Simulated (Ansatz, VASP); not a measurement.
Lu: VASP beside Ansatz

```xyz
1
Lattice="3.3402 0.0000 0.0000 -1.6701 2.8927 0.0000 0.0000 0.0000 3.1398" Properties=species:S:1:pos:R:3 pbc="T T T"
Lu    0.0000    0.0000    0.0000
```

Alike in both runs: task relaxation of cell and atoms; functional PBE; k mesh 13 × 13 × 12; occupations fermi-dirac, width 0.08 eV; no spin polarisation.

```csv
,VASP,Ansatz
version,VASP 6.6.1,Ansatz 0.2.0
potentials or method,"VASP PAW PBE potentials, release 64 (Lu)","PAW with Ansatz's default frozen-core files, scalar-relativistic"
plane-wave cutoff (eV),600,420
valence electrons in the cell,25,25
```

```csv
,VASP,Ansatz,Ansatz less VASP
relaxed volume (Å³/atom),31.12,31.01,-0.108
relaxed length of the cell vector where the two differ most in proportion (Å),3.276,3.272,-0.0040
```

Spin-orbit coupling is off throughout.
